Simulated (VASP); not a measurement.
## GaN: single point with PBE

Crystal: GaN.

```
Ga N
1.0
     3.36326    0.00000    0.00000
    -1.68163    2.78724    0.00000
     0.00000    0.00000    5.24303
Ga N
2 2
Direct
  0.33333 0.66667 0.99913
  0.66667 0.33333 0.49913
  0.33333 0.66667 0.37587
  0.66667 0.33333 0.87587
```

This cell differs from its parent crystal: strain +0.0450 x Voigt [1, 0, 0, 0, 0, 0].

* Program: VASP 6.6.1
* Task: single point
* Functional: PBE
* Potentials or basis: VASP PAW PBE potentials, release 64 (Ga_d, N)
* Cutoff: 520 eV
* k mesh: 12 × 12 × 6
* Occupations: gaussian, width 0.05 eV
* Spin: no spin polarisation

```yaml
Pressure: -6.4 GPa
Largest_force: 0.320 eV/Å
Band_gap_on_the_k_mesh: 1.37 eV, direct
```

Forces in eV/Å, atoms in the order of the input:
```
Ga   0.000 -0.222 -0.141
Ga   0.000  0.222 -0.141
N    0.000 -0.288  0.141
N    0.000  0.288  0.141
```

Stress tensor (GPa, compression positive):
```
-13.98   0.00   0.00
  0.00  -3.21   0.00
  0.00   0.00  -2.03
```

Levels at points of the mesh, in eV from the valence-band top:
```csv
k point,band 16,band 17,band 18,band 19,band 20,band 21
"(0.00, 0.00, 0.00)",-0.14,-0.05,0.00,1.37,3.51,8.84
"(0.50, 0.00, 0.00)",-2.50,-2.04,-0.83,4.91,5.17,5.92
"(0.00, 0.50, 0.00)",-2.88,-2.09,-1.12,4.19,4.76,6.10
"(0.00, 0.00, 0.50)",-0.66,-0.52,-0.52,3.64,3.64,8.12
"(0.50, 0.00, 0.50)",-1.79,-1.69,-1.69,4.24,4.24,7.33
"(0.00, 0.50, 0.50)",-2.08,-1.69,-1.69,3.94,3.94,7.26
```

Run time: 2.2 min on 1 thread of Intel(R) Xeon(R) 6975P-C (Granite Rapids) (shared host), peak memory 0.29 GiB.

Caveat: the cell differs from its parent crystal (strain +0.0450 x Voigt [1, 0, 0, 0, 0, 0]).
